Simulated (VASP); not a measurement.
# Si7B (Im-3m) in VASP: single point with PBE

Aim: the single point of Si7B with PBE.

Program: VASP 6.6.1. These are calculated values, not measurements. Logs are shortened: lines on timing, memory, paths and dates and some standing lists are left out, and cuts for length are marked.

### Step 1. The cell of the first run

It takes space group Im-3m (No. 229, cubic). Conventional cell: a = 6.014 Å, b = 6.014 Å, c = 6.014 Å, α = 90.00°, β = 90.00°, γ = 90.00°. Within 3.4 Å of Si (site symmetry 4/mmm) lie 12 Si at 2.60 to 3.01 Å and 2 B at 3.01 Å. Within 3.4 Å of Si (site symmetry -3m) lie 12 Si at 2.60 to 3.01 Å and 2 B at 2.60 Å. B (site symmetry m-3m) has 14 Si at 2.60 to 3.01 Å within 3.4 Å.

The cell was built from a structure type or drawn by symmetry, and may not be a known phase.

### Step 2. Single point, PBE

The input, INCAR:

```
PREC = Accurate
ENCUT = 500
EDIFF = 1E-6
ISMEAR = 0
SIGMA = 0.2
LREAL = False
LASPH = True
NELM = 120
ALGO = Normal
ISIF = 2
LWAVE = False
LCHARG = False
GGA = PE
NBANDS = 26
GGA_COMPAT = False
```

The input, KPOINTS:

```
Automatic mesh
0
Gamma
  4 4 4
```

The input, POSCAR:

```
Si7B
1.0
   -3.0068944682      3.0068944682      3.0068944682
    3.0068944682     -3.0068944682      3.0068944682
    3.0068944682      3.0068944682     -3.0068944682
Si B
7 1
Direct
    0.0000000000      0.5000000000      0.5000000000
    0.5000000000      0.5000000000      0.0000000000
    0.5000000000      0.0000000000      0.5000000000
    0.0000000000      0.0000000000      0.5000000000
    0.0000000000      0.5000000000      0.0000000000
    0.5000000000      0.0000000000      0.0000000000
    0.5000000000      0.5000000000      0.5000000000
    0.0000000000      0.0000000000      0.0000000000
```

Potentials or basis: VASP PAW PBE potentials, release 64 (Si, B).

Started as:

```bash
$ cat potpaw_PBE.64/Si/POTCAR potpaw_PBE.64/B/POTCAR > POTCAR
$ mpirun -np 1 vasp_std > vasp.out
```

OUTCAR:

```text
PREC = Accurate
   ENCUT = 500
   EDIFF = 1E-6
   ISMEAR = 0
   LREAL = False
   LASPH = True
   NELM = 120
   ISIF = 2
   GGA = PE

 ion  position               nearest neighbor table
   1  0.000  0.500  0.500-   4 2.60   5 2.60   6 2.60   7 2.60   5 2.60   4 2.60   7 2.60   6 2.60
                             2 3.01   2 3.01   3 3.01   3 3.01
   2  0.500  0.500  0.000-   4 2.60   5 2.60   6 2.60   7 2.60   7 2.60   6 2.60   5 2.60   4 2.60
                             3 3.01   1 3.01   1 3.01   3 3.01
   3  0.500  0.000  0.500-   4 2.60   5 2.60   6 2.60   7 2.60   6 2.60   7 2.60   4 2.60   5 2.60
                             2 3.01   1 3.01   1 3.01   2 3.01
   4  0.000  0.000  0.500-   1 2.60   2 2.60   3 2.60   8 2.60   8 2.60   1 2.60   3 2.60   2 2.60
                             7 3.01   5 3.01   5 3.01   6 3.01   7 3.01   6 3.01
   5  0.000  0.500  0.000-   1 2.60   2 2.60   3 2.60   8 2.60   1 2.60   8 2.60   2 2.60   3 2.60
                             7 3.01   4 3.01   4 3.01   7 3.01   6 3.01   6 3.01
   6  0.500  0.000  0.000-   1 2.60   2 2.60   3 2.60   8 2.60   3 2.60   2 2.60   8 2.60   1 2.60
                             7 3.01   7 3.01   4 3.01   4 3.01   5 3.01   5 3.01
   7  0.500  0.500  0.500-   1 2.60   2 2.60   3 2.60   8 2.60   2 2.60   3 2.60   1 2.60   8 2.60
                             6 3.01   6 3.01   4 3.01   5 3.01   4 3.01   5 3.01
   8  0.000  0.000  0.000-   4 2.60   5 2.60   6 2.60   7 2.60   4 2.60   5 2.60   6 2.60   7 2.60

  LATTYP: Found a body centered cubic cell.
 ALAT       =     6.0137889364

  Lattice vectors:

 A1 = (  -3.0068944682,   3.0068944682,   3.0068944682)
 A2 = (   3.0068944682,  -3.0068944682,   3.0068944682)
 A3 = (   3.0068944682,   3.0068944682,  -3.0068944682)

Analysis of symmetry for initial positions (statically):
=====================================================================
 Subroutine PRICEL returns:
 Original cell was already a primitive cell.

 Routine SETGRP: Setting up the symmetry group for a
 body centered cubic supercell.

 Subroutine GETGRP returns: Found 48 space group operations
 (whereof 48 operations were pure point group operations)
 out of a pool of 48 trial point group operations.

The static configuration has the point symmetry O_h .

Analysis of symmetry for dynamics (positions and initial velocities):
=====================================================================
 Subroutine PRICEL returns:
 Original cell was already a primitive cell.

 Routine SETGRP: Setting up the symmetry group for a
 body centered cubic supercell.

 Subroutine GETGRP returns: Found 48 space group operations
 (whereof 48 operations were pure point group operations)
 out of a pool of 48 trial point group operations.

The dynamic configuration has the point symmetry O_h .

 Subroutine INISYM returns: Found 48 space group operations
 (whereof 48 operations are pure point group operations),
 and found     1 'primitive' translations

----------------------------------------------------------------------------------------

                                     Primitive cell

  volume of cell :     108.7463

  direct lattice vectors                    reciprocal lattice vectors
    -3.006894468  3.006894468  3.006894468     0.000000000  0.166284519  0.166284519
     3.006894468 -3.006894468  3.006894468     0.166284519  0.000000000  0.166284519
     3.006894468  3.006894468 -3.006894468     0.166284519  0.166284519  0.000000000

  length of vectors
     5.208093992  5.208093992  5.208093992     0.235161822  0.235161822  0.235161822

  position of ions in fractional coordinates (direct lattice)
     0.000000000  0.500000000  0.500000000
     0.500000000  0.500000000  0.000000000
     0.500000000  0.000000000  0.500000000
     0.000000000  0.000000000  0.500000000
     0.000000000  0.500000000  0.000000000
     0.500000000  0.000000000  0.000000000
     0.500000000  0.500000000  0.500000000
     0.000000000  0.000000000  0.000000000

  ion indices of the primitive-cell ions
   primitive index   ion index
                 1           1
                 2           2
                 3           3
                 4           4
                 5           5
                 6           6
                 7           7
                 8           8

----------------------------------------------------------------------------------------

 KPOINTS: Automatic mesh

Automatic generation of k-mesh.
 Grid dimensions read from file:
 generate k-points for:    4    4    4

 Generating k-lattice:

  Cartesian coordinates                     Fractional coordinates (reciprocal lattice)
     0.000000000  0.041571130  0.041571130     0.250000000  0.000000000  0.000000000
     0.041571130  0.000000000  0.041571130     0.000000000  0.250000000  0.000000000
     0.041571130  0.041571130  0.000000000     0.000000000  0.000000000  0.250000000

  Length of vectors
     0.058790455  0.058790455  0.058790455

  Shift w.r.t. Gamma in fractional coordinates (k-lattice)
     0.000000000  0.000000000  0.000000000

 Subroutine IBZKPT returns following result:
 ===========================================

 Found      8 irreducible k-points:

 Following reciprocal coordinates:
            Coordinates               Weight
  0.000000  0.000000  0.000000      1.000000
  0.250000  0.000000  0.000000     12.000000
  0.500000  0.000000  0.000000      6.000000
  0.250000  0.250000  0.000000     24.000000
  0.250000  0.250000  0.250000      2.000000
 -0.250000  0.250000  0.250000      6.000000
  0.500000  0.500000  0.250000     12.000000
  0.500000  0.500000  0.500000      1.000000
   k-points           NKPTS =      8   k-points in BZ     NKDIM =      8   number of bands    NBANDS=     26
   number of dos      NEDOS =    301   number of ions     NIONS =      8
   total plane-waves  NPLWV =  64000
   dimension x,y,z NGX =    40 NGY =   40 NGZ =   40
   dimension x,y,z NGXF=    80 NGYF=   80 NGZF=   80
   ions per type =               7   1
   NGX,Y,Z   is equivalent  to a cutoff of  12.77, 12.77, 12.77 a.u.
   NGXF,Y,Z  is equivalent  to a cutoff of  25.54, 25.54, 25.54 a.u.
 SYSTEM =  unknown system
   PREC   = accura    normal or accurate (medium, high low for compatibility)
   ISTART =      0    job   : 0-new  1-cont  2-samecut
   ICHARG =      2    charge: 1-file 2-atom 10-const
   ISPIN  =      1    spin polarized calculation?
   LNONCOLLINEAR =      F non collinear calculations
   LSORBIT =      F    spin-orbit coupling
   LASPH  =      T    aspherical Exc in radial PAW
   ENCUT  =  500.0 eV  36.75 Ry    6.06 a.u.   9.50  9.50  9.50*2*pi/ulx,y,z
   NELM   =    120;   NELMIN=  2; NELMDL= -5     # of ELM steps
   EDIFF  = 0.1E-05   stopping-criterion for ELM
   LREAL  =      F    real-space projection
   EDIFFG = 0.1E-04   stopping-criterion for IOM
   NSW    =      0    number of steps for IOM
   IBRION =     -1    ionic relax: 0-MD 1-quasi-New 2-CG
   NFREE  =      0    steps in history (QN), initial steepest desc. (CG)
   ISIF   =      2    stress and relaxation
   ISYM   =      2    0-nonsym 1-usesym 2-fastsym
   POTIM  = 0.5000    time-step for ionic-motion
   TEBEG  =    0.0;   TEEND  =   0.0 temperature during run
   PSTRESS=    0.0 pullay stress
   NELECT =      31.0000    total number of electrons
   NUPDOWN=      -1.0000    fix difference up-down
   EMIN   =  10.00;   EMAX   =-10.00  energy-range for DOS
   EFERMI =   0.00;   METHOD = LEGACY
   ISMEAR =     0;   SIGMA  =   0.20  broadening in eV -4-tet -1-fermi 0-gaus
   EFERMI_NEDOS =   21; number of points for ismear=-14 and -15
   IALGO  =     38    algorithm
   IMIX   =      4    mixing-type and parameters
     AMIX     =   0.40;   BMIX     =  1.00
     AMIX_MAG =   1.60;   BMIX_MAG =  1.00
  volume/ion in A,a.u.               =      13.59        91.73
  Fermi-wavevector in a.u.,A,eV,Ry     =   1.077434  2.036054 15.794504  1.160863
  Thomas-Fermi vector in A             =   2.213345
   LORBIT       =      0    0 simple, 1 ext, 2 COOP (PROOUT), +10 PAW based schemes
   GGA     = PE    functional components
   LHFCALC =     F    Hartree Fock is set to
   AEXX    =    0.0000 exact exchange contribution
   IVDW    =     0    specifies the selected vdW correction
   LEPSILON=     F    determine dielectric tensor
   LRPA    =     F    only Hartree local field effects (RPA)
 non-spin polarized calculation
 Gauss-broadening in eV      SIGMA  =   0.20
  energy-cutoff  :      500.00
  volume of cell :      108.75
 maximum number of plane-waves:      2779
 NGX is ok and might be reduce to    40
   NGX = 19   NGY = 19   NGZ = 19

 number of electron      31.0000001 magnetization

 Free energy of the ion-electron system (eV)
  ---------------------------------------------------
  ext. energy  EPLUGINS =         0.00000000
  ---------------------------------------------------
  free energy    TOTEN  =       -38.79570145 eV

  energy without entropy =      -38.67300444  energy(sigma->0) =      -38.73435294

 E-fermi :  10.0306     XC(G=0): -11.2570

 val. band max:       10.0208611669   @ k =   0.2500   0.2500   0.0000
 cond. band min:      10.1575908560   @ k =   0.2500   0.2500   0.0000
 fundamental gap:      0.1367296891
 Fermi energy:        10.0306443049

 k-point     1 :       0.0000    0.0000    0.0000
  band No.  band energies     occupation
      1      -4.6416      2.00000
      2       2.9191      2.00000
      3       2.9191      2.00000
      4       2.9512      2.00000
      5       2.9512      2.00000
      6       2.9512      2.00000
[... 18 lines left out ...]
     25      16.3904      0.00000
     26      17.6287      0.00000

 k-point     2 :       0.2500    0.0000    0.0000
  band No.  band energies     occupation
      1      -4.1490      2.00000
      2      -0.2243      2.00000
      3       1.5583      2.00000
      4       1.6092      2.00000
      5       1.8640      2.00000
      6       2.0334      2.00000
[... 18 lines left out ...]
     25      15.8942      0.00000
[... 144 lines left out ...]
     25      14.3631      0.00000
     26      14.6816      0.00000

 k-point     8 :       0.5000    0.5000    0.5000
  band No.  band energies     occupation
      1      -0.9718      2.00000
      2      -0.9718      2.00000
      3      -0.7438      2.00000
      4      -0.7438      2.00000
      5      -0.7438      2.00000
      6       0.1812      2.00000
[... 18 lines left out ...]
     25      13.7560      0.00000
     26      13.7560      0.00000

------------------------ aborting loop because EDIFF is reached ----------------------------------------

  FORCE on cell =-STRESS in cart. coord.  units (eV):
  Direction    XX          YY          ZZ          XY          YZ          ZX
  --------------------------------------------------------------------------------------
  -------------------------------------------------------------------------------------
  Total       -0.1830061     -0.1830061     -0.1830061      0.0000000      0.0000000     -0.0000000
  in kB       -2.6962593     -2.6962593     -2.6962593      0.0000000      0.0000000     -0.0000000
  external PRESSURE =      -2.6962593 kB  Pullay stress =       0.0000000 kB

 VOLUME and BASIS-vectors are now :
 -----------------------------------------------------------------------------
  energy-cutoff  :      500.00
  volume of cell :      108.75
      direct lattice vectors                 reciprocal lattice vectors
    -3.006894468  3.006894468  3.006894468     0.000000000  0.166284519  0.166284519
     3.006894468 -3.006894468  3.006894468     0.166284519  0.000000000  0.166284519
     3.006894468  3.006894468 -3.006894468     0.166284519  0.166284519  0.000000000

 POSITION                                       TOTAL-FORCE (eV/Angst)
 -----------------------------------------------------------------------------------
      3.00689      0.00000      0.00000         0.000000      0.000000     -0.000000
      0.00000      0.00000      3.00689         0.000000     -0.000000      0.000000
      0.00000      3.00689      0.00000        -0.000000      0.000000     -0.000000
      1.50345      1.50345     -1.50345        -0.000000     -0.000000     -0.000000
      1.50345     -1.50345      1.50345        -0.000000      0.000000      0.000000
     -1.50345      1.50345      1.50345         0.000000      0.000000     -0.000000
      1.50345      1.50345      1.50345        -0.000000     -0.000000     -0.000000
      0.00000      0.00000      0.00000         0.000000     -0.000000      0.000000
 -----------------------------------------------------------------------------------
    total drift:                                0.000000      0.000000     -0.000000

  FREE ENERGIE OF THE ION-ELECTRON SYSTEM (eV)
  ---------------------------------------------------
  free  energy   TOTEN  =       -38.7957014522 eV

  energy  without entropy=      -38.6730044355  energy(sigma->0) =      -38.73435294
```

Run time: 17 s. Hardware: 1 thread of Intel Xeon Platinum 8488C (Sapphire Rapids), shared host; peak memory 0.23 GiB.

Results:

```
Free energy            : -38.7957 eV
Pressure               : -0.3 GPa
Band gap on the k mesh : zero (an odd number of electrons rules out a gap without spin polarisation)
```

Caveat: the k points lie up to 0.37 Å⁻¹ apart, too coarse for converged energies and pressures of a metal.
